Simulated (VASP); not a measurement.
# Na4HF3 (Pm-3m) in VASP: settings compared, part 2 of 2

VASP 6.6.1.

## 3. Single point, PBE

This run uses another cell than the first one, of 13.21 Å³/atom, 0.873 times its volume.

INCAR

```
SYSTEM = Na4HF3
PREC = Accurate
ENCUT = 520
EDIFF = 1E-6
ISMEAR = 0
SIGMA = 0.02
LREAL = .False.
LASPH = .True.
NELM = 80
ALGO = Normal
ISIF = 2
LWAVE = .False.
LCHARG = .True.
GGA = PE
LELF = .True.
LVHAR = .True.
NBANDS = 35
```

KPOINTS

```
regular mesh
0
Gamma
  6 6 6
  0 0 0
```

POSCAR

```
Na4HF3
1.0
    4.7274826703      0.0000000000      0.0000000000
    0.0000000000      4.7274826703      0.0000000000
    0.0000000000      0.0000000000      4.7274826703
Na H F
4 1 3
Direct
    0.0000000000      0.0000000000      0.0000000000
    0.5000000000      0.5000000000      0.0000000000
    0.5000000000      0.0000000000      0.5000000000
    0.0000000000      0.5000000000      0.5000000000
    0.5000000000      0.5000000000      0.5000000000
    0.0000000000      0.0000000000      0.5000000000
    0.0000000000      0.5000000000      0.0000000000
    0.5000000000      0.0000000000      0.0000000000
```

Potentials or basis: VASP PAW PBE potentials, release 64 (Na_pv, H, F).

Launch:

```console
cat potpaw_PBE.64/Na_pv/POTCAR potpaw_PBE.64/H/POTCAR potpaw_PBE.64/F/POTCAR > POTCAR
mpirun -np 1 vasp_std > vasp.out
```

OUTCAR:

```text
SYSTEM = Na4HF3
   PREC = Accurate
   ENCUT = 520
   EDIFF = 1E-6
   ISMEAR = 0
   LREAL = .False.
   LASPH = .True.
   NELM = 80
   ISIF = 2
   GGA = PE

 ion  position               nearest neighbor table
   1  0.000  0.000  0.000-
   2  0.500  0.500  0.000-
   3  0.500  0.000  0.500-
   4  0.000  0.500  0.500-
   5  0.500  0.500  0.500-
   6  0.000  0.000  0.500-
   7  0.000  0.500  0.000-
   8  0.500  0.000  0.000-

  LATTYP: Found a simple cubic cell.
 ALAT       =     4.7274826703

  Lattice vectors:

 A1 = (   4.7274826703,   0.0000000000,   0.0000000000)
 A2 = (   0.0000000000,   4.7274826703,   0.0000000000)
 A3 = (   0.0000000000,   0.0000000000,   4.7274826703)

Analysis of symmetry for initial positions (statically):
=====================================================================
 Subroutine PRICEL returns:
 Original cell was already a primitive cell.

 Routine SETGRP: Setting up the symmetry group for a
 simple cubic supercell.

 Subroutine GETGRP returns: Found 48 space group operations
 (whereof 48 operations were pure point group operations)
 out of a pool of 48 trial point group operations.

The static configuration has the point symmetry O_h .

Analysis of symmetry for dynamics (positions and initial velocities):
=====================================================================
 Subroutine PRICEL returns:
 Original cell was already a primitive cell.

 Routine SETGRP: Setting up the symmetry group for a
 simple cubic supercell.

 Subroutine GETGRP returns: Found 48 space group operations
 (whereof 48 operations were pure point group operations)
 out of a pool of 48 trial point group operations.

The dynamic configuration has the point symmetry O_h .

 Subroutine INISYM returns: Found 48 space group operations
 (whereof 48 operations are pure point group operations),
 and found     1 'primitive' translations

----------------------------------------------------------------------------------------

                                     Primitive cell

  volume of cell :     105.6549

  direct lattice vectors                    reciprocal lattice vectors
     4.727482670  0.000000000  0.000000000     0.211529067  0.000000000  0.000000000
     0.000000000  4.727482670  0.000000000     0.000000000  0.211529067  0.000000000
     0.000000000  0.000000000  4.727482670     0.000000000  0.000000000  0.211529067

  length of vectors
     4.727482670  4.727482670  4.727482670     0.211529067  0.211529067  0.211529067

  position of ions in fractional coordinates (direct lattice)
     0.000000000  0.000000000  0.000000000
     0.500000000  0.500000000  0.000000000
     0.500000000  0.000000000  0.500000000
     0.000000000  0.500000000  0.500000000
     0.500000000  0.500000000  0.500000000
     0.000000000  0.000000000  0.500000000
     0.000000000  0.500000000  0.000000000
[... 35 lines left out ...]
 ===========================================

 Found     20 irreducible k-points:

 Following reciprocal coordinates:
            Coordinates               Weight
  0.000000  0.000000  0.000000      1.000000
  0.166667  0.000000  0.000000      6.000000
  0.333333  0.000000  0.000000      6.000000
  0.500000  0.000000  0.000000      3.000000
  0.166667  0.166667  0.000000     12.000000
  0.333333  0.166667  0.000000     24.000000
[... 12 lines left out ...]
  0.500000  0.500000  0.333333      6.000000
  0.500000  0.500000  0.500000      1.000000
   k-points           NKPTS =     20   k-points in BZ     NKDIM =     20   number of bands    NBANDS=     35
   number of dos      NEDOS =    301   number of ions     NIONS =      8
   total plane-waves  NPLWV =  46656
   dimension x,y,z NGX =    36 NGY =   36 NGZ =   36
   dimension x,y,z NGXF=    72 NGYF=   72 NGZF=   72
   ions per type =               4   1   3
   NGX,Y,Z   is equivalent  to a cutoff of  12.66, 12.66, 12.66 a.u.
   NGXF,Y,Z  is equivalent  to a cutoff of  25.32, 25.32, 25.32 a.u.
 SYSTEM =  Na4HF3
   PREC   = accura    normal or accurate (medium, high low for compatibility)
   ISTART =      0    job   : 0-new  1-cont  2-samecut
   ICHARG =      2    charge: 1-file 2-atom 10-const
   ISPIN  =      1    spin polarized calculation?
   LNONCOLLINEAR =      F non collinear calculations
   LSORBIT =      F    spin-orbit coupling
   LASPH  =      T    aspherical Exc in radial PAW
   ENCUT  =  520.0 eV  38.22 Ry    6.18 a.u.   8.79  8.79  8.79*2*pi/ulx,y,z
   NELM   =     80;   NELMIN=  2; NELMDL= -5     # of ELM steps
   EDIFF  = 0.1E-05   stopping-criterion for ELM
   LREAL  =      F    real-space projection
   EDIFFG = 0.1E-04   stopping-criterion for IOM
   NSW    =      0    number of steps for IOM
   IBRION =     -1    ionic relax: 0-MD 1-quasi-New 2-CG
   NFREE  =      0    steps in history (QN), initial steepest desc. (CG)
   ISIF   =      2    stress and relaxation
   ISYM   =      2    0-nonsym 1-usesym 2-fastsym
   POTIM  = 0.5000    time-step for ionic-motion
   TEBEG  =    0.0;   TEEND  =   0.0 temperature during run
   PSTRESS=    0.0 pullay stress
   NELECT =      50.0000    total number of electrons
   NUPDOWN=      -1.0000    fix difference up-down
   EMIN   =  10.00;   EMAX   =-10.00  energy-range for DOS
   EFERMI =   0.00;   METHOD = LEGACY
   ISMEAR =     0;   SIGMA  =   0.02  broadening in eV -4-tet -1-fermi 0-gaus
   EFERMI_NEDOS =   21; number of points for ismear=-14 and -15
   IALGO  =     38    algorithm
   IMIX   =      4    mixing-type and parameters
     AMIX     =   0.40;   BMIX     =  1.00
     AMIX_MAG =   1.60;   BMIX_MAG =  1.00
  volume/ion in A,a.u.               =      13.21        89.12
  Fermi-wavevector in a.u.,A,eV,Ry     =   1.275758  2.410833 22.144269  1.627558
  Thomas-Fermi vector in A             =   2.408452
   LORBIT       =      0    0 simple, 1 ext, 2 COOP (PROOUT), +10 PAW based schemes
   GGA     = PE    functional components
   LHFCALC =     F    Hartree Fock is set to
   AEXX    =    0.0000 exact exchange contribution
   IVDW    =     0    specifies the selected vdW correction
   LEPSILON=     F    determine dielectric tensor
   LRPA    =     F    only Hartree local field effects (RPA)
 non-spin polarized calculation
 Gauss-broadening in eV      SIGMA  =   0.02
  energy-cutoff  :      520.00
  volume of cell :      105.65
 maximum number of plane-waves:      2897
 NGX is ok and might be reduce to    36
   NGX = 17   NGY = 17   NGZ = 17

 number of electron      50.0000006 magnetization

 Free energy of the ion-electron system (eV)
  ---------------------------------------------------
  ext. energy  EPLUGINS =         0.00000000
  ---------------------------------------------------
  free energy    TOTEN  =       -30.77473591 eV

  energy without entropy =      -30.77473591  energy(sigma->0) =      -30.77473591

 E-fermi :  -0.4398     XC(G=0):  -8.6534

 val. band max:       -0.6277356049   @ k =   0.5000   0.5000   0.0000
 cond. band min:       4.5248291899   @ k =   0.5000   0.0000   0.0000
 fundamental gap:      5.1525647948
 Fermi energy:        -0.4398127228

 k-point     1 :       0.0000    0.0000    0.0000
  band No.  band energies     occupation
      1     -21.9399      2.00000
      2     -21.9399      2.00000
      3     -21.9399      2.00000
      4     -21.8780      2.00000
      5     -21.8780      2.00000
      6     -21.8780      2.00000
[... 749 lines left out ...]
     34      16.4031      0.00000
     35      16.4032      0.00000

------------------------ aborting loop because EDIFF is reached ----------------------------------------

  FORCE on cell =-STRESS in cart. coord.  units (eV):
  Direction    XX          YY          ZZ          XY          YZ          ZX
  --------------------------------------------------------------------------------------
  -------------------------------------------------------------------------------------
  Total       -0.1004636     -0.1004636     -0.1004636     -0.0000000      0.0000000     -0.0000000
  in kB       -1.5234546     -1.5234546     -1.5234546     -0.0000000      0.0000000     -0.0000000
  external PRESSURE =      -1.5234546 kB  Pullay stress =       0.0000000 kB

 VOLUME and BASIS-vectors are now :
 -----------------------------------------------------------------------------
  energy-cutoff  :      520.00
  volume of cell :      105.65
      direct lattice vectors                 reciprocal lattice vectors
     4.727482670  0.000000000  0.000000000     0.211529067  0.000000000  0.000000000
     0.000000000  4.727482670  0.000000000     0.000000000  0.211529067  0.000000000
     0.000000000  0.000000000  4.727482670     0.000000000  0.000000000  0.211529067

 POSITION                                       TOTAL-FORCE (eV/Angst)
 -----------------------------------------------------------------------------------
      0.00000      0.00000      0.00000         0.000000      0.000000      0.000000
      2.36374      2.36374      0.00000         0.000000      0.000000      0.000000
      2.36374      0.00000      2.36374         0.000000      0.000000      0.000000
      0.00000      2.36374      2.36374         0.000000      0.000000      0.000000
      2.36374      2.36374      2.36374         0.000000      0.000000      0.000000
      0.00000      0.00000      2.36374         0.000000      0.000000      0.000000
      0.00000      2.36374      0.00000         0.000000      0.000000      0.000000
      2.36374      0.00000      0.00000         0.000000      0.000000      0.000000
 -----------------------------------------------------------------------------------
    total drift:                                0.000000      0.000000     -0.000000

  FREE ENERGIE OF THE ION-ELECTRON SYSTEM (eV)
  ---------------------------------------------------
  free  energy   TOTEN  =       -30.7747359051 eV

  energy  without entropy=      -30.7747359051  energy(sigma->0) =      -30.77473591
```

Wall time 38 s (1 thread of Intel Xeon Platinum 8488C (Sapphire Rapids), shared host); peak memory 0.22 GiB.

Results:

```yaml
Free_energy: -30.7747 eV
Pressure: -0.2 GPa
Band_gap_on_the_k_mesh: 5.15 eV, indirect (least direct gap 5.31 eV)
```

Levels at points of the mesh, in eV from the valence-band top:
| k point | band 21 | band 22 | band 23 | band 24 | band 25 | band 26 | band 27 | band 28 | band 29 | band 30 |
| --- | --- | --- | --- | --- | --- | --- | --- | --- | --- | --- |
| (0.00, 0.00, 0.00) | -2.41 | -2.16 | -2.16 | -2.16 | -0.87 | 5.85 | 8.65 | 8.65 | 8.65 | 11.00 |
| (0.50, 0.00, 0.00) | -2.56 | -2.56 | -2.23 | -2.23 | -0.16 | 5.15 | 8.38 | 8.45 | 8.45 | 10.77 |
| (0.50, 0.50, 0.00) | -2.56 | -2.55 | -2.26 | -2.25 | 0.00 | 6.35 | 6.35 | 7.89 | 8.47 | 10.61 |
| (0.50, 0.50, 0.50) | -2.26 | -2.26 | -2.26 | -2.26 | -0.14 | 7.64 | 7.64 | 7.64 | 8.35 | 8.35 |

A k mesh can miss the band edges. A hybrid or GW would open this gap; PBE tends to underestimate it.

## 4. Single point, PBE

This run uses another cell than the first one, of 13.21 Å³/atom, 0.873 times its volume.

INCAR

```
PREC = Accurate
ENCUT = 520
EDIFF = 1E-6
ISMEAR = 0
SIGMA = 0.02
LREAL = False
LASPH = True
NELM = 100
ALGO = Normal
ISIF = 2
LWAVE = False
LCHARG = False
GGA = PE
NBANDS = 35
```

KPOINTS

```
regular mesh
0
Gamma
  6 6 6
```

POSCAR is that of step 3.

Launch:

```console
cat potpaw_PBE.64/Na_pv/POTCAR potpaw_PBE.64/H/POTCAR potpaw_PBE.64/F/POTCAR > POTCAR
mpirun -np 1 vasp_std > vasp.out
```

Wall time 37 s (1 thread of Intel Xeon Platinum 8488C (Sapphire Rapids), shared host); peak memory 0.22 GiB.

Results (log left out):

```
Free energy            : -30.7747 eV
Pressure               : -0.2 GPa
Band gap on the k mesh : 5.15 eV, indirect (least direct gap 5.31 eV)
```

Levels at points of the mesh, in eV from the valence-band top:
```csv
k point,band 23,band 24,band 25,band 26,band 27,band 28
"(0.00, 0.00, 0.00)",-2.16,-2.16,-0.87,5.85,8.65,8.65
"(0.50, 0.00, 0.00)",-2.23,-2.23,-0.16,5.15,8.38,8.45
"(0.50, 0.50, 0.00)",-2.26,-2.25,0.00,6.35,6.35,7.89
"(0.50, 0.50, 0.50)",-2.26,-2.26,-0.14,7.64,7.64,7.64
```

## 5. Single point, PBE

This run uses another cell than the first one, of 13.20 Å³/atom, 0.873 times its volume.

INCAR

```
SYSTEM = Na4HF3
PREC = Accurate
ENCUT = 520
EDIFF = 1E-6
ISMEAR = 0
SIGMA = 0.01
LREAL = .FALSE.
LASPH = .TRUE.
NELM = 100
ALGO = Normal
ISIF = 2
LWAVE = .FALSE.
LCHARG = .FALSE.
GGA = PE
NBANDS = 35
```

KPOINTS

```
regular mesh
0
G
  6 6 6
  0 0 0
```

POSCAR, as its differences from that of step 4:

```diff
@@ -2,5 +2,5 @@
 1.0
-    4.7274826703      0.0000000000      0.0000000000
-    0.0000000000      4.7274826703      0.0000000000
-    0.0000000000      0.0000000000      4.7274826703
+    4.7271828244      0.0000000000      0.0000000000
+    0.0000000000      4.7271828244      0.0000000000
+    0.0000000000      0.0000000000      4.7271828244
 Na H F
```

Launch:

```console
cat potpaw_PBE.64/Na_pv/POTCAR potpaw_PBE.64/H/POTCAR potpaw_PBE.64/F/POTCAR > POTCAR
mpirun -np 1 vasp_std > vasp.out
```

It took 45 s on 1 thread of Intel Xeon Platinum 8488C (Sapphire Rapids), shared host; peak memory 0.22 GiB.

The run converged. Its results:

```
Free energy            : -30.7748 eV
Pressure               : -0.1 GPa
Band gap on the k mesh : 5.15 eV, indirect (least direct gap 5.31 eV)
```

Levels at points of the mesh, in eV from the valence-band top:
| k point | band 23 | band 24 | band 25 | band 26 | band 27 | band 28 |
| --- | --- | --- | --- | --- | --- | --- |
| (0.00, 0.00, 0.00) | -2.16 | -2.16 | -0.87 | 5.85 | 8.66 | 8.66 |
| (0.50, 0.00, 0.00) | -2.23 | -2.23 | -0.16 | 5.15 | 8.38 | 8.45 |
| (0.50, 0.50, 0.00) | -2.26 | -2.25 | 0.00 | 6.35 | 6.35 | 7.89 |
| (0.50, 0.50, 0.50) | -2.26 | -2.26 | -0.14 | 7.64 | 7.64 | 7.64 |

## 6. Single point, LDA

This run uses another cell than the first one, of 13.21 Å³/atom, 0.873 times its volume.

INCAR

```
SYSTEM = Na4HF3
PREC     = Accurate       ! precision mode
ENCUT    = 520            ! plane-wave cutoff, eV
EDIFF    = 1E-6           ! SCF threshold, eV
ISMEAR   = 0              ! smearing method
SIGMA    = 0.02           ! smearing width, eV
LREAL    = .FALSE.        ! projectors in reciprocal space
LASPH    = .TRUE.         ! aspherical terms in the spheres
NELM     = 100            ! most SCF steps
ALGO     = Normal         ! electronic algorithm
ISIF     = 2              ! what is computed and relaxed
LWAVE    = .FALSE.        ! write WAVECAR
LCHARG   = .FALSE.        ! write CHGCAR
GGA      = CA             ! functional
NBANDS   = 35             ! bands
```

KPOINTS is that of step 5.

POSCAR, as its differences from that of step 5:

```diff
@@ -2,5 +2,5 @@
 1.0
-    4.7271828244      0.0000000000      0.0000000000
-    0.0000000000      4.7271828244      0.0000000000
-    0.0000000000      0.0000000000      4.7271828244
+    4.7274826703      0.0000000000      0.0000000000
+    0.0000000000      4.7274826703      0.0000000000
+    0.0000000000      0.0000000000      4.7274826703
 Na H F
```

Potentials or basis: VASP PAW LDA potentials, release 64 (Na_pv, H, F).

Launch:

```console
cat potpaw_LDA.64/Na_pv/POTCAR potpaw_LDA.64/H/POTCAR potpaw_LDA.64/F/POTCAR > POTCAR
mpirun -np 1 vasp_std > vasp.out
```

Wall time 53 s (1 thread of Intel Xeon Platinum 8488C (Sapphire Rapids), shared host); peak memory 0.19 GiB.

It converged, with:

* Free energy: -33.1783 eV
* Pressure: -4.9 GPa
* Band gap on the k mesh: 4.73 eV, indirect (least direct gap 4.90 eV)

Levels at points of the mesh, in eV from the valence-band top:
```tsv
k point	band 21	band 22	band 23	band 24	band 25	band 26	band 27	band 28	band 29	band 30
(0.00, 0.00, 0.00)	-2.58	-2.32	-2.32	-2.32	-0.95	5.50	8.26	8.26	8.26	10.51
(0.50, 0.00, 0.00)	-2.74	-2.74	-2.39	-2.39	-0.18	4.73	8.03	8.04	8.04	10.25
(0.50, 0.50, 0.00)	-2.73	-2.73	-2.42	-2.42	0.00	5.94	5.94	7.42	8.07	10.26
(0.50, 0.50, 0.50)	-2.43	-2.43	-2.42	-2.42	-0.14	7.26	7.26	7.26	7.85	7.85
```

A k mesh can miss the band edges. A hybrid or GW would open this gap; LDA tends to underestimate it.

## 7. Overview

| level | potentials or basis | cell | k mesh | smearing | gap on the mesh (eV) | pressure (GPa) |
| --- | --- | --- | --- | --- | --- | --- |
| PBE | VASP PAW PBE potentials, release 64 (Na_pv, H, F) | a = 4.947 Å, 8 atoms | 4 × 4 × 4 | gaussian 0.1 eV | 4.65 | -4.1 |
| PBE | VASP PAW PBE potentials, release 64 (Na_pv, H, F) | a = 4.727 Å, 8 atoms | 6 × 6 × 6 | gaussian 0.02 eV | 5.15 | -0.2 |
| PBE | VASP PAW PBE potentials, release 64 (Na_pv, H, F) | a = 4.727 Å, 8 atoms | 6 × 6 × 6 | gaussian 0.01 eV | 5.15 | -0.1 |
| LDA | VASP PAW LDA potentials, release 64 (Na_pv, H, F) | a = 4.727 Å, 8 atoms | 6 × 6 × 6 | gaussian 0.02 eV | 4.73 | -4.9 |

Alike in all rows: task single point; no spin polarisation; cutoff (eV) 520.

Absolute energies hang on the potentials; compare differences alone.
